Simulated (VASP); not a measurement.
# As (P6_3/mmc) in VASP: notebook, part 3 of 3

VASP 6.6.1. Earlier steps stand in the parts before.

### 4 Relaxation of cell and atoms, PBE, target pressure 410 GPa, at which the enthalpy is minimised

Input file INCAR:

```
ALGO = Normal
EDIFF = 1E-6
EDIFFG = -0.005
ENCUT = 600
GGA = PE
IBRION = 2
ISIF = 3
ISMEAR = -1
LASPH = T
LCHARG = F
LREAL = F
LWAVE = F
NELM = 60
NSW = 32
PREC = Accurate
PSTRESS = 4100.0
SIGMA = 0.1
```

Input file KPOINTS:

```
k-points
0
Gamma
  19 19 11
```

Input file POSCAR:

```
As
1.0
    2.2928638283      0.0000000000      0.0000000000
   -1.1464319142      1.9856783228      0.0000000000
    0.0000000000      0.0000000000      3.6495647232
As
2
Direct
    0.3333333333      0.6666666667      0.2500000000
    0.6666666667      0.3333333333      0.7500000000
```

Started as:

```
$ cat potpaw_PBE.64/As/POTCAR > POTCAR
$ mpirun -np 1 vasp_std > vasp.out
```

Run time: 93 s. Hardware: 1 thread of Intel Xeon Platinum 8559C (Emerald Rapids), shared host; peak memory 0.17 GiB.

It converged, with:

| Item | Value |
| --- | --- |
| Free energy | 4.6982 eV |
| Relaxed volume | 8.42 Å³/atom |
| Relaxed cell | a = 2.303 Å, b = 2.303 Å, c = 3.666 Å, α = 90.00°, β = 90.00°, γ = 120.00° |
| Space group after relaxing (to 0.05 Å) | P6_3/mmc (No. 194) |
| Energy change on relaxing (the enthalpy is what falls) | -290.2 meV/atom |
| Ionic steps | 9 |
| Pressure after relaxing | 410.0 GPa |
| Band gap on the k mesh | zero (band 5 reaches 31.39 eV, above the bottom of band 6 at 11.50 eV) |

The path:
| step | energy change (eV) | largest force (eV/Å) | pressure (GPa) | volume (Å³) |
| --- | --- | --- | --- | --- |
| 1 | 0.0000 | 0.0000 | 429.25 | 16.62 |
| 2 | -5.2861 | 0.0000 | 259.90 | 19.13 |
| 3 | -0.6233 | 0.0000 | 408.56 | 16.85 |
| 4 | -0.5802 | 0.0000 | 409.98 | 16.84 |
| 5 | -0.5688 | 0.0000 | 410.34 | 16.83 |
| 6 | -0.5705 | 0.0000 | 410.31 | 16.83 |
| 7 | -0.5700 | 0.0000 | 410.32 | 16.83 |
| 8 | -0.5770 | 0.0000 | 410.10 | 16.84 |
| 9 | -0.5804 | 0.0000 | 409.98 | 16.84 |

Final structure:
```
CELL_PARAMETERS angstrom
2.30279 0.00000 0.00000
-1.15140 1.99428 0.00000
0.00000 0.00000 3.66643
ATOMIC_POSITIONS crystal
As 0.33333 0.66667 0.25000
As 0.66667 0.33333 0.75000
```

Levels at points of the mesh, in eV from the Fermi level:
```csv
k point,band 3,band 4,band 5,band 6,band 7,band 8
"(0.00, 0.00, 0.00)",-14.26,9.06,9.06,11.71,11.71,13.56
```

Caveat: the cell is relaxed towards a set pressure, so the enthalpy falls and the energy may rise.

### 5 Relaxation of cell and atoms, PBE, target pressure 410 GPa, at which the enthalpy is minimised

This run uses another cell than the first one, of 8.34 Å³/atom, 1.004 times its volume.

Input file INCAR:

```
PREC = Accurate ; ENCUT = 600
EDIFF = 1E-6 ; ISMEAR = -1
SIGMA = 0.1 ; LREAL = F
LASPH = T ; NELM = 60
ALGO = Normal ; ISIF = 3
LWAVE = F ; LCHARG = F
GGA = PE ; IBRION = 2
NSW = 60 ; EDIFFG = -0.005
PSTRESS = 4100.0
```

Input file KPOINTS:

```
regular mesh
0
Gamma
  19 19 11
```

Input file POSCAR:

```
As
1.0
    2.2822630670      0.0000000000      0.0000000000
   -1.1411315335      1.9764977941      0.0000000000
    0.0000000000      0.0000000000      3.6972661685
As
2
Direct
    0.3333333333      0.6666666667      0.2500000000
    0.6666666667      0.3333333333      0.7500000000
```

Potentials or basis: VASP PAW PBE potentials, release 64 (As).

Started as:

```
$ cat potpaw_PBE.64/As/POTCAR > POTCAR
$ mpirun -np 1 vasp_std > vasp.out
```

OUTCAR:

```text
PREC = Accurate
   ENCUT = 600
   EDIFF = 1E-6
   ISMEAR = -1
   LREAL = F
   LASPH = T
   NELM = 60
   ISIF = 3
   GGA = PE
   IBRION = 2
   NSW = 60
   EDIFFG = -0.005
   PSTRESS = 4100.0

 ion  position               nearest neighbor table
   1  0.333  0.667  0.250-   2 2.27   2 2.27   2 2.27   2 2.27   2 2.27   2 2.27
   2  0.667  0.333  0.750-   1 2.27   1 2.27   1 2.27   1 2.27   1 2.27   1 2.27

  LATTYP: Found a hexagonal cell.
 ALAT       =     2.2822630670
 C/A-ratio  =     1.6200000000

  Lattice vectors:

 A1 = (   2.2822630670,   0.0000000000,   0.0000000000)
 A2 = (  -1.1411315335,   1.9764977941,   0.0000000000)
 A3 = (   0.0000000000,   0.0000000000,   3.6972661685)

Analysis of symmetry for initial positions (statically):
=====================================================================
 Subroutine PRICEL returns:
 Original cell was already a primitive cell.

 Routine SETGRP: Setting up the symmetry group for a
 hexagonal supercell.

 Subroutine GETGRP returns: Found 24 space group operations
 (whereof 12 operations were pure point group operations)
 out of a pool of 24 trial point group operations.

[... 172 lines left out ...]
  --------------------------------------------------------------------------------------
  -------------------------------------------------------------------------------------
  Total       44.7878241     44.7878241     42.8777053      0.0000000      0.0000000      0.0000000
  in kB     4302.5685004   4302.5685002   4119.0718235      0.0000000      0.0000000      0.0000000
  external PRESSURE =     141.4029414 kB  Pullay stress =    4100.0000000 kB
[... 291 lines left out ...]
--------------------------------------- Ionic step        9  -------------------------------------------

 number of electron       9.9999998 magnetization

 Free energy of the ion-electron system (eV)
  ---------------------------------------------------
  ext. energy  EPLUGINS =         0.00000000
  ---------------------------------------------------
  free energy    TOTEN  =         4.70002548 eV

  energy without entropy =        4.72065126  energy(sigma->0) =        4.71033837

 E-fermi :  20.1217     XC(G=0): -14.7075

 val. band max:       20.1167672499   @ k =   0.1579   0.1579   0.4545
 cond. band min:      20.1235403452   @ k =   0.2105   0.1053   0.3636
 fundamental gap:      0.0067730953
 Fermi energy:        20.1217479541

 k-point     1 :       0.0000    0.0000    0.0000
  band No.  band energies     occupation
      1      -6.3626      2.00000
      2       4.8198      2.00000
      3       5.8608      2.00000
      4      29.1818      0.00000
      5      29.1818      0.00000
      6      31.8314      0.00000
      7      31.8314      0.00000
      8      33.6773      0.00000
      9      35.0611      0.00000
[... 265 lines left out ...]
 k-point    24 :       0.3158    0.1053    0.0000
  band No.  band energies     occupation
      1      -0.7069      2.00000
      2       9.4140      2.00000
      3      10.6913      2.00000
      4      11.3004      2.00000
      5      17.5220      2.00000
      6      21.0443      0.00020
      7      21.2533      0.00002
      8      28.2860      0.00000
      9      29.2512      0.00000

 [... further k-points ...]
[... 5 lines left out ...]
  --------------------------------------------------------------------------------------
  -------------------------------------------------------------------------------------
  Total       43.0894533     43.0894533     43.0908411      0.0000000     -0.0000000      0.0000000
  in kB     4100.3041291   4100.3041287   4100.4361962      0.0000000     -0.0000000      0.0000000
  external PRESSURE =       0.3481513 kB  Pullay stress =    4100.0000000 kB
[... 21 lines left out ...]
  energy  without entropy=        4.7206512648  energy(sigma->0) =        4.71033837

  enthalpy is  TOTEN    =        47.7862827065 eV   P V=       43.0862572280

 reached required accuracy - stopping structural energy minimisation
```

CONTCAR:

```text
As
   1.00000000000000
     2.3028163114093454    0.0000000000000000   -0.0000000000000000
    -1.1514081557046727    1.9942974258219333    0.0000000000000000
    -0.0000000000000000    0.0000000000000000    3.6662009859796072
  As
     2
Direct
     0.3333333332999970    0.6666666667000030    0.2500000000000000
     0.6666666667000030    0.3333333332999970    0.7500000000000000

  0.00000000E+00  0.00000000E+00  0.00000000E+00
  0.00000000E+00  0.00000000E+00  0.00000000E+00
```

It took 1.9 min on 1 thread of Intel Xeon Platinum 8559C (Emerald Rapids), shared host; peak memory 0.17 GiB.

Results:

- Free energy: 4.7000 eV
- Relaxed volume: 8.42 Å³/atom
- Relaxed cell: a = 2.303 Å, b = 2.303 Å, c = 3.666 Å, α = 90.00°, β = 90.00°, γ = 120.00°
- Space group after relaxing (to 0.05 Å): P6_3/mmc (No. 194)
- Energy change on relaxing (the enthalpy is what falls): -212.3 meV/atom
- Ionic steps: 9
- Pressure after relaxing: 410.0 GPa
- Band gap on the k mesh: zero (band 5 reaches 31.39 eV, above the bottom of band 6 at 11.50 eV)

Step by step:
| step | energy change (eV) | largest force (eV/Å) | pressure (GPa) | volume (Å³) |
| --- | --- | --- | --- | --- |
| 1 | 0.0000 | 0.0000 | 424.14 | 16.68 |
| 2 | -4.0326 | 0.0000 | 293.81 | 18.51 |
| 3 | -0.5646 | 0.0000 | 405.45 | 16.89 |
| 4 | -0.5314 | 0.0000 | 406.54 | 16.88 |
| 5 | -0.1922 | 0.0000 | 417.60 | 16.75 |
| 6 | -0.4146 | 0.0000 | 410.38 | 16.83 |
| 7 | -0.4120 | 0.0000 | 410.46 | 16.83 |
| 8 | -0.5106 | 0.0000 | 407.20 | 16.87 |
| 9 | -0.4247 | 0.0000 | 410.03 | 16.84 |

Final structure:
```yaml
crystal:
  lattice:
    - [2.30282, 0.00000, 0.00000]
    - [-1.15141, 1.99430, 0.00000]
    - [0.00000, 0.00000, 3.66620]
  atoms:
    - { symbol: As, position: [0.33333, 0.66667, 0.25000] }
    - { symbol: As, position: [0.66667, 0.33333, 0.75000] }
```

Caveat: the cell is relaxed towards a set pressure, so the enthalpy falls and the energy may rise.

### 6 Overview

| task | cell | cutoff (eV) | gap on the mesh (eV) | pressure (GPa) |
| --- | --- | --- | --- | --- |
| single point | a = 2.293, b = 2.293, c = 3.650 Å, angles 90.0, 90.0, 120.0°, 2 atoms | 520 | none | 429.3 |
| single point | a = 2.293, b = 2.293, c = 3.649 Å, angles 90.0, 90.0, 120.0°, 2 atoms | 520 | none | 429.7 |
| relaxation of cell and atoms | relaxed to 410 GPa from a = 2.293, b = 2.293, c = 3.650 Å, angles 90.0, 90.0, 120.0°, 2 atoms | 600 | none | 410.0 |
| relaxation of cell and atoms | relaxed to 410 GPa from a = 2.282, b = 2.282, c = 3.697 Å, angles 90.0, 90.0, 120.0°, 2 atoms | 600 | none | 410.0 |

Alike in all rows: level PBE; potentials or basis VASP PAW PBE potentials, release 64 (As); no spin polarisation; k mesh 19 × 19 × 11; smearing fermi-dirac 0.1 eV.

Caveats: the cell is relaxed towards a set pressure, so the enthalpy falls and the energy may rise (some runs).

Absolute energies hang on the potentials; compare differences alone.
